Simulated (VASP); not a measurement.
# AlSi16 (a cell with a defect) in VASP: single point with PBEsol

Aim: the single point of AlSi16 (a cell with a defect) with PBEsol.

All numbers are computed with VASP 6.6.1; they aren't measurements. Logs are shortened: lines on timing, memory, paths and dates and some standing lists are left out, and cuts for length are marked.

## Step 1: The cell of the first run

The cell holds a defect, 17 atoms: a = 7.679 Å, b = 7.679 Å, c = 7.679 Å, α = 60.00°, β = 60.00°, γ = 60.00°.

## Step 2: Single point, PBEsol, collinear spin, zero start

Input file INCAR:

```
SYSTEM = AlSi16
PREC = Accurate
ENCUT = 520
EDIFF = 1E-6
ISMEAR = 0
SIGMA = 0.05
LREAL = Auto
LASPH = .TRUE.
NELM = 150
ALGO = Normal
ISIF = 2
LWAVE = .FALSE.
LCHARG = .FALSE.
ISPIN = 2
MAGMOM = 0 0 0 0 0 0 0 0 0 0 0 0 0 0 0 0 0
LORBIT = 11
GGA = PS
NBANDS = 52
```

Input file KPOINTS:

```
Automatic mesh
0
G
  2 2 2
  0 0 0
```

Input file POSCAR:

```
AlSi16
1.0
    0.0000000000      5.4300000000      5.4300000000
    5.4300000000      0.0000000000      5.4300000000
    5.4300000000      5.4300000000      0.0000000000
Si Al
16 1
Direct
   -0.0127396869     -0.0005326888      0.0065245856
    0.1185751381      0.1071581952      0.1567244936
    0.0205460405     -0.0564545120      0.5176791897
    0.1184084715      0.1070167587      0.6173384899
    0.0024834254      0.4843878453      0.0122839779
    0.1206339779      0.6255785451      0.1267903315
    0.0025106814      0.4842090239      0.5006068140
    0.1424044199      0.5760451197      0.6406108656
    0.5085266114     -0.0004969613      0.0067768877
    0.6156720994      0.1575383978      0.1132435543
    0.5085867403     -0.0005714549      0.4848992634
    0.6595168508      0.1069396869      0.6167407919
    0.4914914365      0.5291396869     -0.0104326888
    0.6285943831      0.6255185083      0.1268906998
    0.5142936464      0.4840840700      0.5006732044
    0.6286435543      0.6254019337      0.6187949355
    0.2783289134      1.1711727440      0.7749605893
```

Potentials or basis: VASP PAW PBE potentials, release 64 (Si, Al).

The run is started by

```console
$ cat potpaw_PBE.64/Si/POTCAR potpaw_PBE.64/Al/POTCAR > POTCAR
$ mpirun -np 1 vasp_std > vasp.out
```

OUTCAR:

```text
SYSTEM = AlSi16
   PREC = Accurate
   ENCUT = 520
   EDIFF = 1E-6
   ISMEAR = 0
   LREAL = Auto
   LASPH = .TRUE.
   NELM = 150
   ISIF = 2
   ISPIN = 2
   LORBIT = 11
   GGA = PS

 ion  position               nearest neighbor table
   1  0.987  0.999  0.007-  10 2.34   6 2.35   4 2.45   2 2.45  17 2.55
   2  0.119  0.107  0.157-   3 2.28   5 2.37  17 2.43   1 2.45   9 2.45
   3  0.021  0.944  0.518-   2 2.28   4 2.28  12 2.28   8 2.30
   4  0.118  0.107  0.617-   3 2.28   7 2.37  17 2.43   1 2.45  11 2.45
   5  0.002  0.484  0.012-   8 2.34   6 2.35  14 2.35   2 2.37  17 3.00
   6  0.121  0.626  0.127-  13 2.33   1 2.35   7 2.35   5 2.35
   7  0.003  0.484  0.501-   8 2.34   6 2.35  16 2.35   4 2.37  17 3.00
   8  0.142  0.576  0.641-   3 2.30   5 2.34   7 2.34  15 2.34  17 2.54
   9  0.509  1.000  0.007-  10 2.34  14 2.35   2 2.45  12 2.45  17 2.55
  10  0.616  0.158  0.113-  13 2.33   1 2.34   9 2.34  11 2.34
  11  0.509  0.999  0.485-  10 2.34  16 2.35   4 2.45  12 2.45  17 2.55
  12  0.660  0.107  0.617-   3 2.28  15 2.37  17 2.43   9 2.45  11 2.45
  13  0.491  0.529  0.990-  10 2.33  16 2.33  14 2.33   6 2.33
  14  0.629  0.626  0.127-  13 2.33   9 2.35  15 2.35   5 2.35
  15  0.514  0.484  0.501-   8 2.34  14 2.35  16 2.35  12 2.37  17 3.00
  16  0.629  0.625  0.619-  13 2.33  11 2.35  15 2.35   7 2.35
  17  0.278  0.171  0.775-  12 2.43   4 2.43   2 2.43   8 2.54  11 2.55   9 2.55   1 2.55  15 3.00
                             7 3.00   5 3.00

  LATTYP: Found a face centered cubic cell.
 ALAT       =    10.8600000000

  Lattice vectors:

 A1 = (   0.0000000000,   5.4300000000,   5.4300000000)
 A2 = (   5.4300000000,   0.0000000000,   5.4300000000)
 A3 = (   5.4300000000,   5.4300000000,   0.0000000000)

Analysis of symmetry for initial positions (statically):
=====================================================================
 Subroutine PRICEL returns:
 Original cell was already a primitive cell.

 Routine SETGRP: Setting up the symmetry group for a
 face centered cubic supercell.

 Subroutine GETGRP returns: Found  1 space group operations
 (whereof  1 operations were pure point group operations)
 out of a pool of 48 trial point group operations.

The static configuration has the point symmetry C_1 .

Analysis of symmetry for dynamics (positions and initial velocities):
=====================================================================
 Subroutine PRICEL returns:
 Original cell was already a primitive cell.

 Routine SETGRP: Setting up the symmetry group for a
 face centered cubic supercell.

 Subroutine GETGRP returns: Found  1 space group operations
[... 176 lines left out ...]
  ---------------------------------------------------
  free energy    TOTEN  =       -92.32703939 eV

  energy without entropy =      -92.32000242  energy(sigma->0) =      -92.32352090

 E-fermi :   6.8008     XC(G=0):  -9.7974

 val. band max:        6.7976568945   @ k =   0.0000   0.0000   0.0000
 cond. band min:       6.8039443147   @ k =   0.0000   0.0000   0.0000
 fundamental gap:      0.0062874202
 Fermi energy:         6.8007843700

 spin component 1

 k-point     1 :       0.0000    0.0000    0.0000
  band No.  band energies     occupation
      1      -6.0315      1.00000
      2      -3.5914      1.00000
      3      -3.5570      1.00000
      4      -3.5525      1.00000
      5      -3.5303      1.00000
      6      -2.3479      1.00000
[... 373 lines left out ...]
     44      10.2230      0.00000
     45      10.2408      0.00000
 Fermi energy:         6.8007843700

 spin component 2

 k-point     1 :       0.0000    0.0000    0.0000
  band No.  band energies     occupation
      1      -6.0315      1.00000
      2      -3.5914      1.00000
      3      -3.5570      1.00000
      4      -3.5525      1.00000
      5      -3.5303      1.00000
      6      -2.3479      1.00000
[... 373 lines left out ...]
     44      10.2230      0.00000
     45      10.2408      0.00000
 [bands above 45 left out]

------------------------ aborting loop because EDIFF is reached ----------------------------------------

  FORCE on cell =-STRESS in cart. coord.  units (eV):
  Direction    XX          YY          ZZ          XY          YZ          ZX
  --------------------------------------------------------------------------------------
  -------------------------------------------------------------------------------------
  Total        6.7060677      6.7187163      6.7467754      0.4050624      0.3369301     -0.3616895
  in kB       33.5543656     33.6176538     33.7580499      2.0267634      1.6858579     -1.8097432
  external PRESSURE =      33.6433564 kB  Pullay stress =       0.0000000 kB

 VOLUME and BASIS-vectors are now :
 -----------------------------------------------------------------------------
  energy-cutoff  :      520.00
  volume of cell :      320.21
      direct lattice vectors                 reciprocal lattice vectors
     0.000000000  5.430000000  5.430000000    -0.092081031  0.092081031  0.092081031
     5.430000000  0.000000000  5.430000000     0.092081031 -0.092081031  0.092081031
     5.430000000  5.430000000  0.000000000     0.092081031  0.092081031 -0.092081031

 POSITION                                       TOTAL-FORCE (eV/Angst)
 -----------------------------------------------------------------------------------
      5.46254      5.39625     10.78793        -0.055094      0.055373      0.027038
      1.43288      1.49488      1.22573        -0.017832      0.013850      0.003019
      7.93445      2.92256      5.23502         0.026207     -0.023454      0.019155
      3.93325      3.99511      1.22406        -0.018402      0.018581      0.004481
      2.69693      0.08019      2.64371        -0.012560     -0.004054     -0.000059
      4.08536      1.34351      4.05193        -0.043837      0.043742     -0.004560
[... 9 lines left out ...]
      6.75599      6.77359      6.80947        -0.004358      0.040797     -0.038883
      5.13750      5.71936      2.44079         0.329462     -0.326493      0.308034
 -----------------------------------------------------------------------------------
    total drift:                                0.004708     -0.004146     -0.001524

  FREE ENERGIE OF THE ION-ELECTRON SYSTEM (eV)
  ---------------------------------------------------
  free  energy   TOTEN  =       -92.3270393851 eV

  energy  without entropy=      -92.3200024190  energy(sigma->0) =      -92.32352090

 total charge

# of ion       s       p       d       tot
------------------------------------------
    1        0.748   0.920   0.000   1.669
    2        0.763   0.927   0.000   1.690
    3        0.767   0.966   0.000   1.733
    4        0.763   0.927   0.000   1.690
    5        0.746   0.933   0.000   1.679
    6        0.745   0.948   0.000   1.693
[... 9 lines left out ...]
   16        0.746   0.948   0.000   1.693
   17        0.497   0.354   0.000   0.851
--------------------------------------------------
tot         12.510  15.368   0.000  27.878

 magnetization (x)

# of ion       s       p       d       tot
------------------------------------------
    1        0.000  -0.000   0.000   0.000
    2       -0.000  -0.000   0.000  -0.000
    3       -0.000  -0.000   0.000  -0.000
    4        0.000   0.000   0.000   0.000
    5        0.000   0.000   0.000   0.000
    6        0.000   0.000   0.000   0.000
[... 9 lines left out ...]
   16       -0.000  -0.000   0.000  -0.000
   17        0.000   0.000   0.000   0.000
--------------------------------------------------
tot          0.000   0.000   0.000   0.000
```

stdout:

```text
POSCAR found type information on POSCAR SiAl
 POSCAR found :  2 types and      17 ions
 scaLAPACK will be used
 -----------------------------------------------------------------------------
|                                                                             |
|                                                                             |
|     You enforced a specific xc type in the INCAR file but a different       |
|     I HOPE YOU KNOW WHAT YOU ARE DOING!                                     |
|                                                                             |
 -----------------------------------------------------------------------------

 LDA part: xc-table for (Slater+PW92), standard interpolation
 POSCAR, INCAR and KPOINTS ok, starting setup
 FFT: planning ... GRIDC
 FFT: planning ... GRID_SOFT
 FFT: planning ... GRID
 WAVECAR not read
 entering main loop
```

Run time: 4.4 min. Hardware: 1 thread of Intel Xeon 6975P-C (Granite Rapids), shared host; peak memory 0.7 GiB.

What came out:

* Free energy: -92.3270 eV
* Pressure: 3.4 GPa
* Largest force: 0.557 eV/Å
* Net moment: 0.00 μB per cell
* Valence electrons inside the program's atomic spheres: Si 1.67, 1.69, 1.73, 1.68, 1.71, 1.70 (each value once); Al 0.85

Forces on the atoms (eV/Å):
```
Si  -0.055  0.055  0.027
Si  -0.018  0.014  0.003
Si   0.026 -0.023  0.019
Si  -0.018  0.019  0.004
Si  -0.013 -0.004  0.000
Si  -0.044  0.044 -0.005
Si   0.005  0.013  0.000
Si   0.036 -0.038  0.043
Si  -0.061 -0.036 -0.055
Si  -0.072  0.073 -0.079
Si   0.038  0.061 -0.056
Si  -0.015  0.009 -0.020
Si  -0.095  0.096 -0.096
Si  -0.042  0.005 -0.040
Si   0.002 -0.003 -0.016
Si  -0.004  0.041 -0.039
Al   0.329 -0.326  0.308
```

Caveat: the k points lie up to 0.50 Å⁻¹ apart; the PAW data sets were made with another functional, which shifts forces and pressure a little.
